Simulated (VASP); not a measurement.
# Sr (Fm-3m) in VASP: notebook, part 2 of 3

VASP 6.6.1.

## Step 3: Single point, PBEsol

This run uses another cell than the first one, of 40.04 Å³/atom, 1.178 times its volume.

Contents of INCAR:

```
ALGO = Normal
EDIFF = 1E-7
ENCUT = 520
GGA = PS
ISIF = 2
ISMEAR = -1
LASPH = T
LCHARG = T
LELF = T
LREAL = F
LVHAR = T
LWAVE = F
NBANDS = 11
NELM = 60
PREC = Accurate
SIGMA = 0.05
```

Contents of KPOINTS:

```
k-points
0
Gamma
  8 8 8
```

Contents of POSCAR:

```
Sr
1.0
    0.0000000000      2.7154314328      2.7154314328
    2.7154314328      0.0000000000      2.7154314328
    2.7154314328      2.7154314328      0.0000000000
Sr
1
Direct
    0.0000000000      0.0000000000      0.0000000000
```

Potentials or basis: VASP PAW PBE potentials, release 64 (Sr_sv).

Started as:

```console
> cat potpaw_PBE.64/Sr_sv/POTCAR > POTCAR
> mpirun -np 1 vasp_std > vasp.out
```

OUTCAR:

```text
EDIFF = 1E-7
   ENCUT = 520
   GGA = PS
   ISIF = 2
   ISMEAR = -1
   LASPH = T
   LREAL = F
   NELM = 60
   PREC = Accurate

 ion  position               nearest neighbor table
   1  0.000  0.000  0.000-

  LATTYP: Found a face centered cubic cell.
 ALAT       =     5.4308628656

  Lattice vectors:

 A1 = (   0.0000000000,   2.7154314328,   2.7154314328)
 A2 = (   2.7154314328,   0.0000000000,   2.7154314328)
 A3 = (   2.7154314328,   2.7154314328,   0.0000000000)

Analysis of symmetry for initial positions (statically):
=====================================================================
 Subroutine PRICEL returns:
 Original cell was already a primitive cell.

 Routine SETGRP: Setting up the symmetry group for a
 face centered cubic supercell.

 Subroutine GETGRP returns: Found 48 space group operations
 (whereof 48 operations were pure point group operations)
 out of a pool of 48 trial point group operations.

The static configuration has the point symmetry O_h .

Analysis of symmetry for dynamics (positions and initial velocities):
=====================================================================
 Subroutine PRICEL returns:
 Original cell was already a primitive cell.

 Routine SETGRP: Setting up the symmetry group for a
 face centered cubic supercell.

 Subroutine GETGRP returns: Found 48 space group operations
 (whereof 48 operations were pure point group operations)
 out of a pool of 48 trial point group operations.

The dynamic configuration has the point symmetry O_h .

 Subroutine INISYM returns: Found 48 space group operations
 (whereof 48 operations are pure point group operations),
 and found     1 'primitive' translations

----------------------------------------------------------------------------------------

                                     Primitive cell

  volume of cell :      40.0448

[... 103 lines left out ...]
   IALGO  =     38    algorithm
   IMIX   =      4    mixing-type and parameters
     AMIX     =   0.40;   BMIX     =  1.00
     AMIX_MAG =   1.60;   BMIX_MAG =  1.00
  volume/ion in A,a.u.               =      40.04       270.24
  Fermi-wavevector in a.u.,A,eV,Ry     =   1.030922  1.948161 14.460286  1.062801
  Thomas-Fermi vector in A             =   2.165045
   LORBIT       =      0    0 simple, 1 ext, 2 COOP (PROOUT), +10 PAW based schemes
   GGA     = PS    functional components
   LHFCALC =     F    Hartree Fock is set to
   AEXX    =    0.0000 exact exchange contribution
   IVDW    =     0    specifies the selected vdW correction
   LEPSILON=     F    determine dielectric tensor
   LRPA    =     F    only Hartree local field effects (RPA)
 non-spin polarized calculation
  energy-cutoff  :      520.00
  volume of cell :       40.04
 maximum number of plane-waves:      1090
 NGX is ok and might be reduce to    30
   NGX = 15   NGY = 15   NGZ = 15

 number of electron      10.0000000 magnetization

 Free energy of the ion-electron system (eV)
  ---------------------------------------------------
  ext. energy  EPLUGINS =         0.00000000
  ---------------------------------------------------
  free energy    TOTEN  =        -1.69410186 eV

  energy without entropy =       -1.69073514  energy(sigma->0) =       -1.69241850

 E-fermi :   2.6603     XC(G=0):  -8.4901

 val. band max:        2.5437993660   @ k =  -0.2500   0.5000   0.2500
 cond. band min:       2.6744464389   @ k =   0.5000   0.5000   0.0000
 fundamental gap:      0.1306470729
 Fermi energy:         2.6603277899

 k-point     1 :       0.0000    0.0000    0.0000
  band No.  band energies     occupation
      1     -33.2811      2.00000
      2     -15.0579      2.00000
      3     -15.0579      2.00000
      4     -15.0579      2.00000
      5      -1.3915      2.00000
      6       5.3523      0.00000
      7       5.3523      0.00000
      8       5.3523      0.00000
      9       7.4200      0.00000
     10       7.4200      0.00000
     11      10.8380      0.00000
[... 309 lines left out ...]
 k-point    24 :      -0.3750    0.2500    0.1250
  band No.  band energies     occupation
      1     -33.2114      2.00000
      2     -15.5582      2.00000
      3     -15.2858      2.00000
      4     -15.1801      2.00000
      5       2.2569      1.99937
      6       2.9554      0.00546
      7       4.1815      0.00000
      8       5.8537      0.00000
      9       8.3117      0.00000
     10       9.3901      0.00000
     11       9.9076      0.00000

 [... further k-points ...]
[... 5 lines left out ...]
  --------------------------------------------------------------------------------------
  -------------------------------------------------------------------------------------
  Total        1.2576497      1.2576497      1.2576497     -0.0000000      0.0000000     -0.0000000
  in kB       50.3180461     50.3180461     50.3180461     -0.0000000      0.0000000     -0.0000000
  external PRESSURE =      50.3180461 kB  Pullay stress =       0.0000000 kB

 VOLUME and BASIS-vectors are now :
 -----------------------------------------------------------------------------
  energy-cutoff  :      520.00
  volume of cell :       40.04
      direct lattice vectors                 reciprocal lattice vectors
     0.000000000  2.715431433  2.715431433    -0.184132803  0.184132803  0.184132803
     2.715431433  0.000000000  2.715431433     0.184132803 -0.184132803  0.184132803
     2.715431433  2.715431433  0.000000000     0.184132803  0.184132803 -0.184132803

 POSITION                                       TOTAL-FORCE (eV/Angst)
 -----------------------------------------------------------------------------------
      0.00000      0.00000      0.00000         0.000000      0.000000      0.000000
 -----------------------------------------------------------------------------------
    total drift:                               -0.000000     -0.000000      0.000000

  FREE ENERGIE OF THE ION-ELECTRON SYSTEM (eV)
  ---------------------------------------------------
  free  energy   TOTEN  =        -1.6941018632 eV

  energy  without entropy=       -1.6907351403  energy(sigma->0) =       -1.69241850
```

stdout:

```text
POSCAR found type information on POSCAR Sr
 POSCAR found :  1 types and       1 ions
 scaLAPACK will be used
 -----------------------------------------------------------------------------
|                                                                             |
|                                                                             |
|     You enforced a specific xc type in the INCAR file but a different       |
|     I HOPE YOU KNOW WHAT YOU ARE DOING!                                     |
|                                                                             |
 -----------------------------------------------------------------------------

 LDA part: xc-table for (Slater+PW92), standard interpolation
 POSCAR, INCAR and KPOINTS ok, starting setup
 FFT: planning ... GRIDC
 FFT: planning ... GRID_SOFT
 FFT: planning ... GRID
 WAVECAR not read
 entering main loop
```

Run time: 8.2 s. Hardware: 1 thread of Intel Xeon 6975P-C (Granite Rapids), shared host; peak memory 0.16 GiB.

What came out:

- Free energy: -1.6941 eV
- Pressure: 5.0 GPa
- Band gap on the k mesh: 0.13 eV, indirect (least direct gap 0.55 eV)

Caveat: the PAW data sets were made with another functional, which shifts forces and pressure a little. A k mesh can miss the band edges.

[end of part 2 of 3]
